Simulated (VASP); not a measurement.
# Sn (R-3m) in VASP: further runs

The runs below take Sn through electric field gradients, with PBEsol.

All numbers are computed with VASP 6.6.1; they aren't measurements. Logs are shortened: lines on timing, memory, paths and dates and some standing lists are left out, and cuts for length are marked.

## (1) The cell of the first run

Symmetry: R-3m, No. 166, trigonal system. Conventional cell: a = 4.626 Å, b = 4.626 Å, c = 11.331 Å, α = 90.00°, β = 90.00°, γ = 120.00°. Sn (site symmetry 3m) has 4 Sn at 2.32 to 3.04 Å within 3.1 Å.

## (2) Electric field gradients, PBEsol (shortest bond scaled by 0.82)

Input file INCAR:

```
PREC     = Accurate       # precision mode
ENCUT    = 520            # plane-wave cutoff, eV
EDIFF    = 1E-8           # SCF threshold, eV
ISMEAR   = -1             # smearing method
SIGMA    = 0.05           # smearing width, eV
LREAL    = False          # projectors in reciprocal space
LASPH    = True           # aspherical terms in the spheres
NELM     = 60             # most SCF steps
ALGO     = Normal         # electronic algorithm
ISIF     = 2              # what is computed and relaxed
LWAVE    = False          # write WAVECAR
LCHARG   = False          # write CHGCAR
GGA      = PS             # functional
LEFG     = True         
NBANDS   = 21             # bands
```

Input file KPOINTS:

```
regular mesh
0
Gamma
  8 8 8
```

Input file POSCAR:

```
Sn
1.0
    0.0000000000      3.2710663102      3.2710663102
    3.2710663102      0.0000000000      3.2710663102
    3.2710663102      3.2710663102      0.0000000000
Sn
2
Direct
   -0.1925000000     -0.1025000000     -0.1025000000
    0.1925000000      0.1025000000      0.1025000000
```

Potentials or basis: VASP PAW PBE potentials, release 64 (Sn_d).

Command:

```bash
$ cat potpaw_PBE.64/Sn_d/POTCAR > POTCAR
$ mpirun -np 1 vasp_std > vasp.out
```

OUTCAR:

```text
PREC = Accurate
   ENCUT = 520
   EDIFF = 1E-8
   ISMEAR = -1
   LREAL = False
   LASPH = True
   NELM = 60
   ISIF = 2
   GGA = PS

 ion  position               nearest neighbor table
   1  0.807  0.898  0.898-   2 2.32   2 3.04   2 3.04   2 3.04
   2  0.193  0.102  0.102-   1 2.32   1 3.04   1 3.04   1 3.04

  LATTYP: Found a face centered cubic cell.
 ALAT       =     6.5421326204

  Lattice vectors:

 A1 = (   0.0000000000,   3.2710663102,   3.2710663102)
 A2 = (   3.2710663102,   0.0000000000,   3.2710663102)
 A3 = (   3.2710663102,   3.2710663102,   0.0000000000)

Analysis of symmetry for initial positions (statically):
=====================================================================
 Subroutine PRICEL returns:
 Original cell was already a primitive cell.

 Routine SETGRP: Setting up the symmetry group for a
 face centered cubic supercell.

 Subroutine GETGRP returns: Found 12 space group operations
 (whereof  4 operations were pure point group operations)
 out of a pool of 48 trial point group operations.

The static configuration has the point symmetry C_2h.
 The point group associated with its full space group is D_3d.

Analysis of symmetry for dynamics (positions and initial velocities):
=====================================================================
 Subroutine PRICEL returns:
 Original cell was already a primitive cell.

 Routine SETGRP: Setting up the symmetry group for a
 face centered cubic supercell.

 Subroutine GETGRP returns: Found 12 space group operations
 (whereof  4 operations were pure point group operations)
 out of a pool of 48 trial point group operations.

The dynamic configuration has the point symmetry C_2h.
 The point group associated with its full space group is D_3d.

 Subroutine INISYM returns: Found 12 space group operations
 (whereof  4 operations are pure point group operations),
 and found     1 'primitive' translations

----------------------------------------------------------------------------------------

                                     Primitive cell

  volume of cell :      70.0000

  direct lattice vectors                    reciprocal lattice vectors
     0.000000000  3.271066310  3.271066310    -0.152855354  0.152855354  0.152855354
     3.271066310  0.000000000  3.271066310     0.152855354 -0.152855354  0.152855354
     3.271066310  3.271066310  0.000000000     0.152855354  0.152855354 -0.152855354

  length of vectors
     4.625986339  4.625986339  4.625986339     0.264753240  0.264753240  0.264753240

  position of ions in fractional coordinates (direct lattice)
     0.807500000  0.897500000  0.897500000
     0.192500000  0.102500000  0.102500000

  ion indices of the primitive-cell ions
   primitive index   ion index
                 1           1
                 2           2

----------------------------------------------------------------------------------------

 KPOINTS: regular mesh

Automatic generation of k-mesh.
 Grid dimensions read from file:
 generate k-points for:    8    8    8

 Generating k-lattice:

  Cartesian coordinates                     Fractional coordinates (reciprocal lattice)
    -0.019106919  0.019106919  0.019106919     0.125000000  0.000000000  0.000000000
     0.019106919 -0.019106919  0.019106919     0.000000000  0.125000000  0.000000000
     0.019106919  0.019106919 -0.019106919     0.000000000  0.000000000  0.125000000

  Length of vectors
     0.033094155  0.033094155  0.033094155

  Shift w.r.t. Gamma in fractional coordinates (k-lattice)
     0.000000000  0.000000000  0.000000000

 Subroutine IBZKPT returns following result:
 ===========================================

 Found     65 irreducible k-points:

 Following reciprocal coordinates:
            Coordinates               Weight
  0.000000  0.000000  0.000000      1.000000
  0.125000  0.000000  0.000000      2.000000
  0.000000  0.125000  0.000000      6.000000
  0.250000  0.000000  0.000000      2.000000
  0.000000  0.250000  0.000000      6.000000
  0.375000  0.000000  0.000000      2.000000
[... 16 lines left out ...]
 -0.250000  0.125000  0.000000      6.000000
  0.000000 -0.250000  0.125000     12.000000
 [... further k-points ...]
   k-points           NKPTS =     65   k-points in BZ     NKDIM =     65   number of bands    NBANDS=     21
   number of dos      NEDOS =    301   number of ions     NIONS =      2
   total plane-waves  NPLWV =  46656
   dimension x,y,z NGX =    36 NGY =   36 NGZ =   36
   dimension x,y,z NGXF=    72 NGYF=   72 NGZF=   72
   ions per type =               2
   NGX,Y,Z   is equivalent  to a cutoff of  12.94, 12.94, 12.94 a.u.
   NGXF,Y,Z  is equivalent  to a cutoff of  25.87, 25.87, 25.87 a.u.
 SYSTEM =  unknown system
   PREC   = accura    normal or accurate (medium, high low for compatibility)
   ISTART =      0    job   : 0-new  1-cont  2-samecut
   ICHARG =      2    charge: 1-file 2-atom 10-const
   ISPIN  =      1    spin polarized calculation?
   LNONCOLLINEAR =      F non collinear calculations
   LSORBIT =      F    spin-orbit coupling
   LASPH  =      T    aspherical Exc in radial PAW
   ENCUT  =  520.0 eV  38.22 Ry    6.18 a.u.   8.60  8.60  8.60*2*pi/ulx,y,z
   NELM   =     60;   NELMIN=  2; NELMDL= -5     # of ELM steps
   EDIFF  = 0.1E-07   stopping-criterion for ELM
   LREAL  =      F    real-space projection
   EDIFFG = 0.1E-06   stopping-criterion for IOM
   NSW    =      0    number of steps for IOM
   IBRION =     -1    ionic relax: 0-MD 1-quasi-New 2-CG
   NFREE  =      0    steps in history (QN), initial steepest desc. (CG)
   ISIF   =      2    stress and relaxation
   ISYM   =      2    0-nonsym 1-usesym 2-fastsym
   POTIM  = 0.5000    time-step for ionic-motion
   TEBEG  =    0.0;   TEEND  =   0.0 temperature during run
   PSTRESS=    0.0 pullay stress
   NELECT =      28.0000    total number of electrons
   NUPDOWN=      -1.0000    fix difference up-down
   EMIN   =  10.00;   EMAX   =-10.00  energy-range for DOS
   EFERMI =   0.00;   METHOD = LEGACY
   ISMEAR =    -1;   SIGMA  =   0.05  broadening in eV -4-tet -1-fermi 0-gaus
   EFERMI_NEDOS =   21; number of points for ismear=-14 and -15
   IALGO  =     38    algorithm
   IMIX   =      4    mixing-type and parameters
     AMIX     =   0.40;   BMIX     =  1.00
     AMIX_MAG =   1.60;   BMIX_MAG =  1.00
  volume/ion in A,a.u.               =      35.00       236.19
  Fermi-wavevector in a.u.,A,eV,Ry     =   1.206225  2.279434 19.796173  1.454978
  Thomas-Fermi vector in A             =   2.341898
   LORBIT       =      0    0 simple, 1 ext, 2 COOP (PROOUT), +10 PAW based schemes
   GGA     = PS    functional components
   LHFCALC =     F    Hartree Fock is set to
   AEXX    =    0.0000 exact exchange contribution
   IVDW    =     0    specifies the selected vdW correction
   LEPSILON=     F    determine dielectric tensor
   LRPA    =     F    only Hartree local field effects (RPA)
 non-spin polarized calculation
  energy-cutoff  :      520.00
  volume of cell :       70.00
 maximum number of plane-waves:      1902
 NGX is ok and might be reduce to    36
   NGX = 17   NGY = 17   NGZ = 17

 number of electron      28.0000005 magnetization

 Free energy of the ion-electron system (eV)
  ---------------------------------------------------
  ext. energy  EPLUGINS =         0.00000000
  ---------------------------------------------------
  free energy    TOTEN  =        -6.93230092 eV

  energy without entropy =       -6.92726587  energy(sigma->0) =       -6.92978339

 E-fermi :   5.2594     XC(G=0):  -8.9778

 val. band max:        5.2317219450   @ k =   0.3750   0.3750   0.0000
 cond. band min:       5.2800941169   @ k =   0.0000   0.3750   0.0000
 fundamental gap:      0.0483721719
 Fermi energy:         5.2594490869

 k-point     1 :       0.0000    0.0000    0.0000
  band No.  band energies     occupation
      1     -17.2670      2.00000
      2     -16.7135      2.00000
      3     -16.7135      2.00000
      4     -16.4489      2.00000
      5     -16.4489      2.00000
      6     -16.2714      2.00000
[... 13 lines left out ...]
     20      13.0386      0.00000
     21      13.0388      0.00000

 k-point     2 :       0.1250    0.0000    0.0000
  band No.  band energies     occupation
      1     -17.2765      2.00000
      2     -16.7322      2.00000
      3     -16.7322      2.00000
      4     -16.4235      2.00000
      5     -16.4235      2.00000
      6     -16.2978      2.00000
[... 13 lines left out ...]
     20      11.9891      0.00000
     21      11.9891      0.00000
[... 487 lines left out ...]
      5     -16.3629      2.00000
      6     -16.3445      2.00000
[... 13 lines left out ...]
     20      12.0429      0.00000
     21      13.1897      0.00000

 k-point    24 :       0.0000   -0.2500    0.1250
  band No.  band energies     occupation
      1     -17.2807      2.00000
      2     -16.7412      2.00000
      3     -16.7110      2.00000
      4     -16.4564      2.00000
      5     -16.4074      2.00000
      6     -16.2976      2.00000
[... 13 lines left out ...]
     20      12.1016      0.00000
     21      13.9490      0.00000

 [... further k-points ...]
[... 5 lines left out ...]
  --------------------------------------------------------------------------------------
  -------------------------------------------------------------------------------------
  Total        3.0899291      3.0899291      3.0899291     -4.9381507      4.9381507     -4.9381507
  in kB       70.7230630     70.7230630     70.7230630   -113.0256169    113.0256169   -113.0256169
  external PRESSURE =      70.7230630 kB  Pullay stress =       0.0000000 kB

 VOLUME and BASIS-vectors are now :
 -----------------------------------------------------------------------------
  energy-cutoff  :      520.00
  volume of cell :       70.00
      direct lattice vectors                 reciprocal lattice vectors
     0.000000000  3.271066310  3.271066310    -0.152855354  0.152855354  0.152855354
     3.271066310  0.000000000  3.271066310     0.152855354 -0.152855354  0.152855354
     3.271066310  3.271066310  0.000000000     0.152855354  0.152855354 -0.152855354

 POSITION                                       TOTAL-FORCE (eV/Angst)
 -----------------------------------------------------------------------------------
      5.87156      5.57717      5.57717        -4.330225      4.330225      4.330225
      0.67057      0.96496      0.96496         4.330225     -4.330225     -4.330225
 -----------------------------------------------------------------------------------
    total drift:                                0.000000      0.000000      0.000000

  FREE ENERGIE OF THE ION-ELECTRON SYSTEM (eV)
  ---------------------------------------------------
  free  energy   TOTEN  =        -6.9323009177 eV

  energy  without entropy=       -6.9272658713  energy(sigma->0) =       -6.92978339

 Electric field gradients (V/A^2)
---------------------------------------------------------------------
 ion       V_xx      V_yy      V_zz      V_xy      V_xz      V_yz
---------------------------------------------------------------------
   1       0.000    -0.000    -0.000    98.200    98.200   -98.197
   2       0.000    -0.000    -0.000    98.200    98.200   -98.197
---------------------------------------------------------------------

 Electric field gradients after diagonalization (V/A^2)
 (convention: |V_zz| > |V_xx| > |V_yy|)
----------------------------------------------------------------------
 ion       V_xx      V_yy      V_zz     asymmetry (V_yy - V_xx)/ V_zz
----------------------------------------------------------------------
   1      98.202    98.197  -196.398       0.000
   2      98.202    98.197  -196.398       0.000
----------------------------------------------------------------------

           NMR quadrupolar parameters

 Cq : quadrupolar parameter    Cq=e*Q*V_zz/h
 eta: asymmetry parameters     (V_yy - V_xx)/ V_zz
 Q  : nuclear electric quadrupole moment in mb (millibarn)
----------------------------------------------------------------------
 ion       Cq(MHz)       eta       Q (mb)
----------------------------------------------------------------------
   1      -0.475       0.000       1.000
   2      -0.475       0.000       1.000
----------------------------------------------------------------------
```

It took 83 s on 1 thread of Intel Xeon 8259CL, shared host; peak memory 0.24 GiB.

What came out:

```yaml
Free_energy: -6.9323 eV
Pressure: 7.1 GPa
Largest_force: 7.500 eV/Å
Band_gap_on_the_k_mesh: zero (bands 14 and 15 overlap by 1.25 eV)
Largest_electric_field_gradient_by_atom: Sn -196.4 V/Å²
```

Forces in eV/Å, atoms in the order of the input:
```
Sn  -4.330  4.330  4.330
Sn   4.330 -4.330 -4.330
```

Electric field gradients, principal values (V/Å²):
```csv
atom,least,middle,greatest (by size)
1 Sn,98.197,98.202,-196.398
2 Sn,98.197,98.202,-196.398
```

Caveat: the cell differs from its parent crystal (shortest bond scaled by 0.82); the cell stands under pressure; without QUAD_EFG the Cq values of the log hold for a quadrupole moment of 1 mb, not for the nuclei; the PAW data sets were made with another functional, which shifts forces and pressure a little; spin-orbit coupling is left out, which moves the levels of the heavy elements.

## (3) Electric field gradients, PBEsol (shortest bond scaled by 0.76)

Input file INCAR:

```
SYSTEM = Sn
PREC = Accurate
ENCUT = 520
EDIFF = 1E-8
ISMEAR = -1
SIGMA = 0.05
LREAL = .FALSE.
LASPH = .TRUE.
NELM = 80
ALGO = Normal
ISIF = 2
LWAVE = .FALSE.
LCHARG = .FALSE.
GGA = PS
LEFG = .TRUE.
NBANDS = 21
```

Input file KPOINTS:

```
Automatic mesh
0
G
  8 8 8
  0 0 0
```

Input file POSCAR:

```
Sn
1.0
    0.0000000000      3.2710663102      3.2710663102
    3.2710663102      0.0000000000      3.2710663102
    3.2710663102      3.2710663102      0.0000000000
Sn
2
Direct
   -0.2150000000     -0.0950000000     -0.0950000000
    0.2150000000      0.0950000000      0.0950000000
```

Potentials or basis: VASP PAW PBE potentials, release 64 (Sn_d).

Command:

```bash
$ cat potpaw_PBE.64/Sn_d/POTCAR > POTCAR
$ mpirun -np 1 vasp_std > vasp.out
```

OUTCAR:

```text
SYSTEM = Sn
   PREC = Accurate
   ENCUT = 520
   EDIFF = 1E-8
   ISMEAR = -1
   LREAL = .FALSE.
   LASPH = .TRUE.
   NELM = 80
   ISIF = 2
   GGA = PS

 ion  position               nearest neighbor table
   1  0.785  0.905  0.905-   2 2.15   2 3.13   2 3.13   2 3.13
   2  0.215  0.095  0.095-   1 2.15   1 3.13   1 3.13   1 3.13

  LATTYP: Found a face centered cubic cell.
 ALAT       =     6.5421326204

  Lattice vectors:

 A1 = (   0.0000000000,   3.2710663102,   3.2710663102)
 A2 = (   3.2710663102,   0.0000000000,   3.2710663102)
 A3 = (   3.2710663102,   3.2710663102,   0.0000000000)

Analysis of symmetry for initial positions (statically):
=====================================================================
 Subroutine PRICEL returns:
 Original cell was already a primitive cell.

 Routine SETGRP: Setting up the symmetry group for a
 face centered cubic supercell.

 Subroutine GETGRP returns: Found 12 space group operations
[... 765 lines left out ...]
  volume of cell :       70.00
      direct lattice vectors                 reciprocal lattice vectors
     0.000000000  3.271066310  3.271066310    -0.152855354  0.152855354  0.152855354
     3.271066310  0.000000000  3.271066310     0.152855354 -0.152855354  0.152855354
     3.271066310  3.271066310  0.000000000     0.152855354  0.152855354 -0.152855354

 POSITION                                       TOTAL-FORCE (eV/Angst)
 -----------------------------------------------------------------------------------
      5.92063      5.52810      5.52810        -7.854061      7.854061      7.854061
      0.62150      1.01403      1.01403         7.854061     -7.854061     -7.854061
 -----------------------------------------------------------------------------------
    total drift:                                0.000000      0.000000     -0.000000

  FREE ENERGIE OF THE ION-ELECTRON SYSTEM (eV)
  ---------------------------------------------------
  free  energy   TOTEN  =        -5.1905984439 eV

  energy  without entropy=       -5.1873864536  energy(sigma->0) =       -5.18899245

 Electric field gradients (V/A^2)
---------------------------------------------------------------------
 ion       V_xx      V_yy      V_zz      V_xy      V_xz      V_yz
---------------------------------------------------------------------
   1      -0.000     0.000     0.000   128.702   128.702  -128.699
   2      -0.000     0.000     0.000   128.702   128.702  -128.699
---------------------------------------------------------------------

 Electric field gradients after diagonalization (V/A^2)
 (convention: |V_zz| > |V_xx| > |V_yy|)
----------------------------------------------------------------------
 ion       V_xx      V_yy      V_zz     asymmetry (V_yy - V_xx)/ V_zz
----------------------------------------------------------------------
   1     128.703   128.700  -257.403       0.000
   2     128.703   128.700  -257.403       0.000
----------------------------------------------------------------------

           NMR quadrupolar parameters

 Cq : quadrupolar parameter    Cq=e*Q*V_zz/h
 eta: asymmetry parameters     (V_yy - V_xx)/ V_zz
 Q  : nuclear electric quadrupole moment in mb (millibarn)
----------------------------------------------------------------------
 ion       Cq(MHz)       eta       Q (mb)
----------------------------------------------------------------------
   1      -0.622       0.000       1.000
   2      -0.622       0.000       1.000
----------------------------------------------------------------------
```

OSZICAR:

```text
N       E                     dE             d eps       ncg     rms          rms(c)
DAV:   1     0.231625258146E+03    0.23163E+03   -0.14860E+04  2770   0.192E+03
DAV:   2     0.202625534641E+02   -0.21136E+03   -0.20684E+03  2745   0.449E+02
DAV:   3    -0.451733616490E+01   -0.24780E+02   -0.24652E+02  3213   0.143E+02
DAV:   4    -0.534253551532E+01   -0.82520E+00   -0.82482E+00  3085   0.290E+01
DAV:   5    -0.537241935557E+01   -0.29884E-01   -0.29883E-01  3963   0.535E+00    0.421E+00
DAV:   6    -0.524334868974E+01    0.12907E+00   -0.71255E-02  3300   0.315E+00    0.226E+00
DAV:   7    -0.519075624559E+01    0.52592E-01   -0.12128E-01  3772   0.303E+00    0.253E-01
DAV:   8    -0.519044936958E+01    0.30688E-03   -0.14073E-02  3074   0.102E+00    0.196E-01
DAV:   9    -0.519059665519E+01   -0.14729E-03   -0.82414E-04  3630   0.301E-01    0.565E-02
DAV:  10    -0.519059618663E+01    0.46855E-06   -0.16312E-04  3836   0.141E-01    0.605E-03
DAV:  11    -0.519059895115E+01   -0.27645E-05   -0.14180E-05  3035   0.275E-02    0.556E-03
DAV:  12    -0.519059851587E+01    0.43528E-06   -0.30854E-06  3592   0.139E-02    0.313E-03
DAV:  13    -0.519059844608E+01    0.69784E-07   -0.36041E-07  3152   0.453E-03    0.140E-03
DAV:  14    -0.519059842332E+01    0.22761E-07   -0.45669E-08  3447   0.146E-03    0.412E-04
DAV:  15    -0.519059843550E+01   -0.12174E-07   -0.86554E-09  1865   0.685E-04    0.784E-05
DAV:  16    -0.519059844394E+01   -0.84456E-08   -0.21240E-09  1625   0.527E-04
   1 F= -.51905984E+01 E0= -.51889924E+01  d E =-.321199E-02
```

It took 94 s on 1 thread of Intel Xeon 8259CL, shared host; peak memory 0.24 GiB.

What came out:

| Property | Result |
| --- | --- |
| Free energy | -5.1906 eV |
| Pressure | 15.5 GPa |
| Largest force | 13.604 eV/Å |
| Band gap on the k mesh | zero (bands 14 and 15 overlap by 1.22 eV) |
| Largest electric field gradient by atom | Sn -257.4 V/Å² |

Forces on the atoms (eV/Å):
```
Sn  -7.854  7.854  7.854
Sn   7.854 -7.854 -7.854
```

Electric field gradients, principal values (V/Å²):
```tsv
atom	least	middle	greatest (by size)
1 Sn	128.700	128.703	-257.403
2 Sn	128.700	128.703	-257.403
```

Caveat: the cell differs from its parent crystal (shortest bond scaled by 0.76); the cell stands under pressure; without QUAD_EFG the Cq values of the log hold for a quadrupole moment of 1 mb, not for the nuclei; the PAW data sets were made with another functional, which shifts forces and pressure a little; spin-orbit coupling is left out, which moves the levels of the heavy elements.

(Part 1 of 2 ends here.)
